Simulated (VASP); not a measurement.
A run of VASP 6.6.1:

File INCAR:

```
PREC = Accurate
ENCUT = 520
EDIFF = 1E-7
ISMEAR = 0
SIGMA = 0.1
LREAL = False
LASPH = True
NELM = 60
ALGO = Normal
ISIF = 2
LWAVE = False
LCHARG = False
GGA = PE
NBANDS = 24
```

File KPOINTS:

```
regular mesh
0
Gamma
  4 4 4
```

The input POSCAR:

```
SrBe4Cd
1.0
    0.0000000000      3.5784327578      3.5784327578
    3.5784327578      0.0000000000      3.5784327578
    3.5784327578      3.5784327578      0.0000000000
Sr Be Cd
1 4 1
Direct
    0.0000000000      0.0000000000      0.0000000000
    0.3720448984      0.8838653049      0.3720448984
    0.3720448984      0.3720448984      0.8838653049
    0.3720448984      0.3720448984      0.3720448984
    0.8838653049      0.3720448984      0.3720448984
    0.7500000000      0.7500000000      0.7500000000
```

Potentials or basis: VASP PAW PBE potentials, release 64 (Sr_sv, Be, Cd).

Run with:

```bash
$ cat potpaw_PBE.64/Sr_sv/POTCAR potpaw_PBE.64/Be/POTCAR potpaw_PBE.64/Cd/POTCAR > POTCAR
$ mpirun -np 1 vasp_std > vasp.out
```

Hardware: 1 thread of Intel(R) Xeon(R) 6975P-C (Granite Rapids) (shared host).

**Question.** How long does it take, and how much memory?

**Answer.** It took 20 s on 1 thread of Intel(R) Xeon(R) 6975P-C (Granite Rapids), with other jobs on the host, peak memory 0.24 GiB. Counts: scf iterations 14, k points 8.
